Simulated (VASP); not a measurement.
Cu, 2 atoms in the cell. It takes space group P6_3/mmc (No. 194, hexagonal). Conventional cell: a = 2.602 Å, b = 2.602 Å, c = 4.249 Å, α = 90.00°, β = 90.00°, γ = 120.00°. Cu (site symmetry -6m2) has 12 Cu at 2.60 Å within 3.4 Å.  This cell differs from its parent crystal: volume scaled by 1.10, then relaxed in part.

| Item | Value |
| --- | --- |
| Program | VASP 6.6.1 |
| Task | single point |
| Functional | PBEsol |
| Potentials or basis | VASP PAW PBE potentials, release 64 (Cu) |
| Cutoff | 520 eV |
| k mesh | 18 × 18 × 10 |
| Occupations | gaussian, width 0.1 eV |
| Spin | no spin polarisation |
| Dipole correction | no |
| Further INCAR settings | ALGO = Fast; EDIFF = 1e-06; NBANDS = 18 |

Potentials or basis: VASP PAW PBE potentials, release 64 (Cu).

Launch:

```sh
$ cat potpaw_PBE.64/Cu/POTCAR > POTCAR
$ mpirun -np 1 vasp_std > vasp.out
```

Hardware: 1 thread of AMD EPYC 9R14 (Zen 4), with other jobs on the host.

Problem. How long does it take, and how much memory?

Solution. Wall time 49 s on 1 thread of AMD EPYC 9R14 (Zen 4), on a shared host, peak memory 0.16 GiB. Counts: scf iterations 14, k points 222.
